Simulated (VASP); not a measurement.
**Al48ZnO72 (a cell with a defect): single point with PBEsol**

Al48ZnO72 (a cell with a defect):

```
Al O Zn
1.0
     9.54786    0.00000    0.00000
    -4.77393    8.26869    0.00000
     0.00000    0.00000   13.01358
Al O Zn
48 72 1
Direct
  0.33414 0.16940 0.18588
  0.33107 0.67039 0.18336
  0.83449 0.17038 0.18491
  0.83449 0.67016 0.18475
  0.16536 0.33410 0.01937
  0.16691 0.83508 0.01898
  0.66809 0.33447 0.01908
  0.66707 0.83660 0.01930
  0.16517 0.33731 0.31268
  0.16594 0.83205 0.31507
  0.66363 0.33338 0.31398
  0.67759 0.84879 0.31276
  0.16451 0.33607 0.51636
  0.16163 0.82617 0.51940
  0.66702 0.31380 0.51810
  0.66925 0.83527 0.51682
  0.00349 0.00301 0.35174
  0.99677 0.49755 0.35228
  0.50220 0.00290 0.35320
  0.50139 0.52600 0.33367
  0.00119 0.00279 0.14740
  0.99904 0.50209 0.14776
  0.50011 0.00221 0.14756
  0.50031 0.50141 0.14040
  0.99951 0.99869 0.64867
  0.99919 0.49830 0.64951
  0.50028 0.99621 0.65042
  0.49975 0.50481 0.66496
  0.00034 0.00046 0.85272
  0.99988 0.50033 0.85297
  0.49956 0.00041 0.85340
  0.50016 0.50022 0.85994
  0.33425 0.16429 0.68843
  0.33125 0.66680 0.68622
  0.83362 0.16548 0.68680
  0.83493 0.66647 0.68621
  0.32336 0.14513 0.48070
  0.33043 0.67055 0.48050
  0.83952 0.16515 0.48290
  0.83404 0.66805 0.47785
  0.33293 0.16611 0.98193
  0.33252 0.66835 0.98092
  0.83340 0.16775 0.98146
  0.83498 0.66916 0.98146
  0.16553 0.33253 0.81604
  0.16592 0.83276 0.81580
  0.66713 0.33286 0.81581
  0.66737 0.83496 0.81614
  0.15608 0.00339 0.25129
  0.14879 0.50150 0.24577
  0.65430 0.00413 0.24791
  0.65159 0.50228 0.24649
  0.33284 0.01518 0.08303
  0.33310 0.51656 0.08150
  0.83424 0.01649 0.08269
  0.83384 0.51606 0.08296
  0.00210 0.15666 0.24879
  0.99796 0.65450 0.25029
  0.50099 0.15259 0.24671
  0.50629 0.66823 0.24233
  0.34672 0.35414 0.24549
  0.34676 0.84802 0.24983
  0.84508 0.34906 0.24921
  0.85220 0.85429 0.24582
  0.18085 0.16816 0.08332
  0.17954 0.66859 0.08256
  0.68098 0.16819 0.08247
  0.68169 0.66936 0.08147
  0.17877 0.00966 0.58410
  0.18019 0.51364 0.58564
  0.68195 0.01181 0.58587
  0.67870 0.50336 0.59086
  0.17081 0.18373 0.41756
  0.15839 0.67736 0.41810
  0.67902 0.17132 0.41664
  0.69553 0.71439 0.40728
  0.00890 0.33095 0.41664
  0.01602 0.83607 0.41713
  0.50936 0.27232 0.41682
  0.51523 0.83474 0.41698
  0.01370 0.18102 0.91706
  0.01375 0.68123 0.91683
  0.51395 0.18090 0.91734
  0.51434 0.68220 0.91833
  0.00005 0.34646 0.75131
  0.00029 0.84679 0.75052
  0.49780 0.34671 0.75538
  0.49910 0.84629 0.75194
  0.48646 0.32026 0.08189
  0.48528 0.82293 0.08146
  0.98558 0.32138 0.08273
  0.98737 0.82178 0.08286
  0.48379 0.16051 0.58975
  0.48829 0.66970 0.58785
  0.98896 0.16658 0.58452
  0.98274 0.66294 0.58394
  0.32814 0.31871 0.59163
  0.33128 0.81767 0.58466
  0.83558 0.31676 0.58571
  0.83200 0.81614 0.58464
  0.29418 0.49690 0.40702
  0.31466 0.97191 0.41785
  0.81408 0.48223 0.41723
  0.82900 0.99653 0.41585
  0.31846 0.33337 0.91882
  0.31887 0.83385 0.91698
  0.81971 0.33411 0.91709
  0.82027 0.83508 0.91711
  0.34618 0.99797 0.75242
  0.34706 0.50313 0.75520
  0.84776 0.99956 0.75083
  0.84736 0.49957 0.75169
  0.15319 0.15200 0.75163
  0.15176 0.65264 0.75091
  0.65344 0.15225 0.75182
  0.65536 0.65372 0.75446
  0.16597 0.48675 0.91724
  0.16640 0.98673 0.91713
  0.66787 0.48711 0.91858
  0.66712 0.98728 0.91678
  0.49996 0.45493 0.48838
```

- Program: VASP 6.6.1
- Task: single point
- Functional: PBEsol
- Potentials or basis: VASP PAW PBE potentials, release 64 (Al, O, Zn)
- Cutoff: 520 eV
- k mesh: 2 × 2 × 2, shifted
- Occupations: fermi-dirac, width 0.05 eV
- Spin: no spin polarisation
- Dipole correction: no
- Further INCAR settings: LREAL = Auto; ALGO = Normal; EDIFF = 1e-07; NBANDS = 360

```json
{
 "Pressure": "4.9 GPa",
 "Largest force": "0.119 eV/Å",
 "Band gap on the k mesh": "1.84 eV"
}
```

Forces in eV/Å, atoms in the order of the input:
```
Al   0.003 -0.001 -0.007
Al  -0.011 -0.003 -0.005
Al  -0.006  0.002  0.003
Al  -0.007  0.000  0.001
Al  -0.002  0.006 -0.003
Al  -0.004  0.009 -0.004
Al  -0.003  0.003 -0.004
Al  -0.004  0.005 -0.003
Al  -0.028 -0.011 -0.016
Al   0.004 -0.006 -0.008
Al   0.013 -0.001 -0.023
Al  -0.014 -0.007 -0.028
Al  -0.026 -0.020  0.020
Al   0.003 -0.006  0.007
Al   0.034  0.000  0.017
Al  -0.004  0.019  0.009
Al  -0.006 -0.002  0.002
Al   0.008  0.012  0.000
Al  -0.007  0.010 -0.006
Al  -0.014 -0.029 -0.014
Al   0.003 -0.004 -0.008
Al   0.005  0.001 -0.003
Al   0.003 -0.003  0.002
Al   0.003  0.016 -0.001
Al   0.003 -0.001  0.005
Al   0.005  0.006  0.007
Al   0.003 -0.013  0.013
Al   0.002  0.006  0.034
Al  -0.001  0.002 -0.003
Al  -0.002  0.001 -0.004
Al  -0.002 -0.002  0.001
Al  -0.005  0.003  0.004
Al  -0.008 -0.001  0.012
Al  -0.020  0.003  0.017
Al   0.004  0.004  0.010
Al   0.000  0.002  0.011
Al  -0.013 -0.016  0.015
Al  -0.017  0.037  0.013
Al   0.005  0.002  0.027
Al   0.033  0.015  0.007
Al   0.002 -0.008 -0.004
Al   0.002 -0.005  0.001
Al   0.000 -0.003 -0.003
Al   0.001  0.002  0.000
Al   0.002 -0.008 -0.004
Al  -0.001 -0.004 -0.008
Al   0.007  0.001 -0.002
Al   0.003  0.002  0.002
O   -0.004 -0.003 -0.002
O    0.015 -0.002 -0.003
O   -0.010  0.006 -0.005
O    0.003 -0.005  0.000
O   -0.001 -0.003 -0.004
O    0.001 -0.008 -0.003
O    0.001  0.000 -0.004
O   -0.006 -0.002 -0.006
O    0.003 -0.004  0.003
O    0.005 -0.005  0.008
O   -0.004 -0.003  0.000
O    0.006  0.014  0.006
O    0.008  0.009  0.014
O   -0.004  0.008  0.006
O    0.007  0.002  0.003
O    0.005  0.003 -0.003
O    0.004  0.005  0.004
O    0.000 -0.005  0.001
O    0.001  0.001  0.004
O    0.002  0.000  0.000
O   -0.008  0.011  0.009
O    0.005  0.011  0.000
O   -0.002  0.003 -0.003
O    0.036  0.000  0.022
O   -0.001  0.020  0.001
O    0.021 -0.014 -0.005
O   -0.029  0.009 -0.013
O   -0.023 -0.079  0.027
O    0.033  0.019 -0.012
O   -0.007  0.012  0.000
O   -0.023  0.024 -0.037
O    0.004 -0.009  0.012
O    0.000  0.002  0.001
O    0.003  0.000 -0.001
O   -0.004  0.007  0.001
O   -0.005  0.006  0.005
O   -0.003 -0.002 -0.007
O    0.002  0.000 -0.001
O    0.001 -0.006 -0.009
O    0.005 -0.002 -0.011
O    0.002 -0.002 -0.001
O    0.002 -0.005 -0.006
O   -0.003 -0.003  0.002
O   -0.002 -0.002 -0.001
O   -0.014  0.022 -0.014
O    0.011 -0.004 -0.026
O   -0.001 -0.007  0.002
O   -0.005 -0.005 -0.002
O   -0.017 -0.021  0.033
O    0.010  0.003  0.000
O   -0.003 -0.003  0.006
O   -0.007  0.002  0.005
O    0.056 -0.038  0.000
O    0.005 -0.007 -0.010
O   -0.008 -0.004  0.007
O    0.028 -0.038 -0.008
O    0.001 -0.003 -0.002
O    0.000  0.000 -0.004
O    0.001 -0.002 -0.001
O   -0.002 -0.007  0.001
O    0.002  0.005  0.001
O    0.001 -0.006  0.006
O   -0.004  0.000 -0.001
O   -0.005  0.000 -0.004
O    0.001  0.004 -0.004
O   -0.004  0.000  0.000
O   -0.004 -0.002 -0.006
O    0.000  0.001  0.001
O    0.007  0.003  0.009
O    0.004  0.000  0.005
O    0.005  0.001  0.004
O    0.000  0.002  0.003
Zn  -0.038  0.088 -0.071
```

Stress tensor (GPa, compression positive):
```
 4.59 -0.77  0.30
-0.77  5.52 -0.70
 0.30 -0.70  4.69
```

Levels at points of the mesh, in eV from the valence-band top:
| k point | band 292 | band 293 | band 294 | band 295 | band 296 | band 297 |
| --- | --- | --- | --- | --- | --- | --- |
| (0.25, 0.25, 0.25) | -4.62 | -4.32 | 0.00 | 2.28 | 2.58 | 2.95 |

Run time: 3.9 min on 1 × NVIDIA H100 80GB with 1 thread of AMD EPYC 7R13 Processor (Zen 3) (shared host), peak memory 3.6 GiB.

Caveat: the PAW data sets were made with another functional, which shifts forces and pressure a little.
